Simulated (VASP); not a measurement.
# BeTe (F-43m) in VASP: further runs, part 2 of 2

VASP 6.6.1.

### 5 Single point, PBE (volume scaled by 0.91)

Contents of INCAR:

```
SYSTEM = BeTe
PREC = Accurate
ENCUT = 600
EDIFF = 1E-6
ISMEAR = 0
SIGMA = 0.02
LREAL = .False.
LASPH = .True.
NELM = 120
ALGO = Normal
ISIF = 2
LWAVE = .False.
LCHARG = .True.
GGA = PE
LELF = .True.
LVHAR = .True.
NBANDS = 11
GGA_COMPAT = .False.
```

Contents of KPOINTS:

```
Automatic mesh
0
Gamma
  8 8 8
  0 0 0
```

Contents of POSCAR:

```
BeTe
1.0
    0.0000000000      2.7442338522      2.7442338522
    2.7442338522      0.0000000000      2.7442338522
    2.7442338522      2.7442338522      0.0000000000
Be Te
1 1
Direct
    0.0000000000      0.0000000000      0.0000000000
    0.2500000000      0.2500000000      0.2500000000
```

Potentials or basis: VASP PAW PBE potentials, release 64 (Be, Te).

Launch:

```sh
cat potpaw_PBE.64/Be/POTCAR potpaw_PBE.64/Te/POTCAR > POTCAR
mpirun -np 1 vasp_std > vasp.out
```

OUTCAR:

```text
SYSTEM = BeTe
   PREC = Accurate
   ENCUT = 600
   EDIFF = 1E-6
   ISMEAR = 0
   LREAL = .False.
   LASPH = .True.
   NELM = 120
   ISIF = 2
   GGA = PE

 ion  position               nearest neighbor table
   1  0.000  0.000  0.000-   2 2.38   2 2.38   2 2.38   2 2.38
   2  0.250  0.250  0.250-   1 2.38   1 2.38   1 2.38   1 2.38

  LATTYP: Found a face centered cubic cell.
 ALAT       =     5.4884677044

  Lattice vectors:

 A1 = (   0.0000000000,   2.7442338522,   2.7442338522)
 A2 = (   2.7442338522,   0.0000000000,   2.7442338522)
 A3 = (   2.7442338522,   2.7442338522,   0.0000000000)

Analysis of symmetry for initial positions (statically):
=====================================================================
 Subroutine PRICEL returns:
 Original cell was already a primitive cell.

 Routine SETGRP: Setting up the symmetry group for a
 face centered cubic supercell.

 Subroutine GETGRP returns: Found 24 space group operations
 (whereof 24 operations were pure point group operations)
 out of a pool of 48 trial point group operations.

The static configuration has the point symmetry T_d .

Analysis of symmetry for dynamics (positions and initial velocities):
=====================================================================
 Subroutine PRICEL returns:
 Original cell was already a primitive cell.

 Routine SETGRP: Setting up the symmetry group for a
 face centered cubic supercell.

 Subroutine GETGRP returns: Found 24 space group operations
 (whereof 24 operations were pure point group operations)
 out of a pool of 48 trial point group operations.

The dynamic configuration has the point symmetry T_d .

 Subroutine INISYM returns: Found 24 space group operations
 (whereof 24 operations are pure point group operations),
 and found     1 'primitive' translations

----------------------------------------------------------------------------------------

                                     Primitive cell

  volume of cell :      41.3327

[... 115 lines left out ...]
   AEXX    =    0.0000 exact exchange contribution
   IVDW    =     0    specifies the selected vdW correction
   LEPSILON=     F    determine dielectric tensor
   LRPA    =     F    only Hartree local field effects (RPA)
 non-spin polarized calculation
 Gauss-broadening in eV      SIGMA  =   0.02
  energy-cutoff  :      600.00
  volume of cell :       41.33
 maximum number of plane-waves:      1411
   NGX = 15   NGY = 15   NGZ = 15

 number of electron       8.0000000 magnetization

 Free energy of the ion-electron system (eV)
  ---------------------------------------------------
  ext. energy  EPLUGINS =         0.00000000
  ---------------------------------------------------
  free energy    TOTEN  =        -7.54432159 eV

  energy without entropy =       -7.54432159  energy(sigma->0) =       -7.54432159

 E-fermi :   6.1018     XC(G=0):  -9.3726

 val. band max:        5.9999172723   @ k =   0.0000   0.0000   0.0000
 cond. band min:       7.7700825315   @ k =   0.5000   0.5000   0.0000
 fundamental gap:      1.7701652593
 Fermi energy:         6.1018323375

 k-point     1 :       0.0000    0.0000    0.0000
  band No.  band energies     occupation
      1      -6.8371      2.00000
      2       5.9999      2.00000
      3       5.9999      2.00000
      4       5.9999      2.00000
      5       9.5347      0.00000
      6       9.5347      0.00000
      7       9.5347      0.00000
      8      10.4067      0.00000
      9      14.4210      0.00000
     10      16.4057      0.00000
     11      16.4057      0.00000
[... 309 lines left out ...]
 k-point    24 :      -0.3750    0.2500    0.1250
  band No.  band energies     occupation
      1      -5.0093      2.00000
      2       0.4062      2.00000
      3       2.8150      2.00000
      4       3.8560      2.00000
      5      10.1625      0.00000
      6      10.4795      0.00000
      7      12.9110      0.00000
      8      14.0025      0.00000
      9      14.6485      0.00000
     10      17.7766      0.00000
     11      18.2055      0.00000

 [... further k-points ...]

------------------------ aborting loop because EDIFF is reached ----------------------------------------

  FORCE on cell =-STRESS in cart. coord.  units (eV):
  Direction    XX          YY          ZZ          XY          YZ          ZX
  --------------------------------------------------------------------------------------
  -------------------------------------------------------------------------------------
  Total        1.7125115      1.7125115      1.7125115     -0.0000000      0.0000000      0.0000000
  in kB       66.3820612     66.3820612     66.3820612     -0.0000000      0.0000000      0.0000000
  external PRESSURE =      66.3820612 kB  Pullay stress =       0.0000000 kB

 VOLUME and BASIS-vectors are now :
 -----------------------------------------------------------------------------
  energy-cutoff  :      600.00
  volume of cell :       41.33
      direct lattice vectors                 reciprocal lattice vectors
     0.000000000  2.744233852  2.744233852    -0.182200216  0.182200216  0.182200216
     2.744233852  0.000000000  2.744233852     0.182200216 -0.182200216  0.182200216
     2.744233852  2.744233852  0.000000000     0.182200216  0.182200216 -0.182200216

 POSITION                                       TOTAL-FORCE (eV/Angst)
 -----------------------------------------------------------------------------------
      0.00000      0.00000      0.00000         0.000000      0.000000      0.000000
      1.37212      1.37212      1.37212        -0.000000     -0.000000     -0.000000
 -----------------------------------------------------------------------------------
    total drift:                                0.000000      0.000000      0.000000

  FREE ENERGIE OF THE ION-ELECTRON SYSTEM (eV)
  ---------------------------------------------------
  free  energy   TOTEN  =        -7.5443215871 eV

  energy  without entropy=       -7.5443215871  energy(sigma->0) =       -7.54432159
```

OSZICAR:

```text
N       E                     dE             d eps       ncg     rms          rms(c)
DAV:   1     0.225990584805E+02    0.22599E+02   -0.36909E+03   638   0.667E+02
DAV:   2    -0.644855502915E+01   -0.29048E+02   -0.27436E+02   833   0.104E+02
DAV:   3    -0.773463823837E+01   -0.12861E+01   -0.12837E+01   880   0.225E+01
DAV:   4    -0.774584087844E+01   -0.11203E-01   -0.11201E-01   745   0.235E+00
DAV:   5    -0.774606443282E+01   -0.22355E-03   -0.22355E-03   790   0.334E-01    0.466E+00
DAV:   6    -0.758771899887E+01    0.15835E+00   -0.19961E-01   774   0.189E+00    0.276E+00
DAV:   7    -0.754360736789E+01    0.44112E-01   -0.13943E-01   763   0.166E+00    0.613E-01
DAV:   8    -0.754400788892E+01   -0.40052E-03   -0.78249E-03   716   0.525E-01    0.970E-02
DAV:   9    -0.754425713647E+01   -0.24925E-03   -0.39585E-04   792   0.118E-01    0.391E-02
DAV:  10    -0.754432079069E+01   -0.63654E-04   -0.83767E-05   700   0.483E-02    0.182E-02
DAV:  11    -0.754432158711E+01   -0.79641E-06   -0.27174E-06   817   0.932E-03
   1 F= -.75443216E+01 E0= -.75443216E+01  d E =-.349224E-15
```

stdout:

```text
POSCAR found type information on POSCAR BeTe
 POSCAR found :  2 types and       2 ions
 scaLAPACK will be used
 LDA part: xc-table for (Slater+PW92), standard interpolation
 POSCAR, INCAR and KPOINTS ok, starting setup
 FFT: planning ... GRIDC
 FFT: planning ... GRID_SOFT
 FFT: planning ... GRID
 WAVECAR not read
 entering main loop
```

Wall time 23 s (1 thread of AMD EPYC 7R13 (Zen 3), shared host); peak memory 0.14 GiB.

Results:

```yaml
Free_energy: -7.5443 eV
Pressure: 6.6 GPa
Band_gap_on_the_k_mesh: 1.77 eV, indirect (least direct gap 3.53 eV)
```

Levels at points of the mesh, in eV from the valence-band top:
```csv
k point,band 2,band 3,band 4,band 5,band 6,band 7
"(0.00, 0.00, 0.00)",0.00,0.00,0.00,3.53,3.53,3.53
"(0.50, 0.00, 0.00)",-6.06,-1.27,-1.27,3.29,4.55,4.55
"(0.50, 0.50, 0.00)",-5.55,-2.95,-2.95,1.77,2.55,10.20
```

Caveat: spin-orbit coupling is left out, which moves the levels of the heavy elements.

### 6 Overview

| cell | cutoff (eV) | gap on the mesh (eV) | pressure (GPa) |
| --- | --- | --- | --- |
| a = 4.005 Å, angles 60.0°, 2 atoms | 520 | 2.01 | 0.1 |
| a = 3.923 Å, angles 60.0°, 2 atoms | 600 | 1.86 | 4.1 |
| a = 4.134 Å, angles 60.0°, 2 atoms | 600 | 2.22 | -4.4 |
| a = 3.881 Å, angles 60.0°, 2 atoms | 600 | 1.77 | 6.6 |

Alike in all rows: task single point; level PBE; potentials or basis VASP PAW PBE potentials, release 64 (Be, Te); no spin polarisation; k mesh 8 × 8 × 8; smearing gaussian 0.02 eV.

Caveats: spin-orbit coupling is left out, which moves the levels of the heavy elements.

Absolute energies hang on the potentials; compare differences alone.
